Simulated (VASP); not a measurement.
Here is a VASP 6.6.1 calculation.

Contents of POSCAR:

```
Sb
1.0
    3.2771225833      0.0000000000      0.0032399328
    0.0000000000      4.1801789885      0.0000000000
   -0.0362716143      0.0000000000      6.6545043275
Sb
2
Direct
    0.0013019808      0.2500000000      0.1442830402
    0.9986980192      0.7500000000      0.8557169598
```

INCAR.step1

```
SYSTEM = Sb
PREC = Accurate
ENCUT = 520
EDIFF = 1E-5
ISMEAR = -1
SIGMA = 0.05
LREAL = .FALSE.
LASPH = .TRUE.
NELM = 80
ALGO = Normal
ISIF = 2
LWAVE = .TRUE.
LCHARG = .FALSE.
GGA = PE
NBANDS = 12
```

The input INCAR.step2:

```
SYSTEM = Sb
PREC = Accurate
ENCUT = 520
EDIFF = 1E-6
ISMEAR = -1
SIGMA = 0.05
LREAL = .FALSE.
LASPH = .TRUE.
NELM = 80
ALGO = Normal
ISIF = 2
LWAVE = .FALSE.
LCHARG = .FALSE.
GGA = PE
LHFCALC = .TRUE.
AEXX = 1.0
ALDAC = 0.0
AGGAC = 0.0
PRECFOCK = Normal
ISTART = 1
NBANDS = 12
```

File KPOINTS:

```
regular mesh
0
G
  5 3 3
  0 0 0
```

Potentials or basis: VASP PAW PBE potentials, release 64 (Sb).

The run is started by

```console
$ cat potpaw_PBE.64/Sb/POTCAR > POTCAR
$ cp INCAR.step1 INCAR
$ mpirun -np 1 vasp_std > vasp.out
$ cp INCAR.step2 INCAR
$ mpirun -np 1 vasp_std > vasp.out
```

Task: Estimate the pressure.

Result: -22.7 GPa.

Task: Predict the band gap on the k mesh.

Result: Zero (bands 5 and 6 overlap by 7.56 eV).

Forces in eV/Å, atoms in the order of the input:
```
Sb   0.008  0.000 -7.530
Sb  -0.008  0.000  7.530
```

Caveat: the k points lie up to 0.50 Å⁻¹ apart, too coarse for converged energies and pressures of a metal; the PAW data sets were made with another functional, which shifts forces and pressure a little; spin-orbit coupling is left out, which moves the levels of the heavy elements.
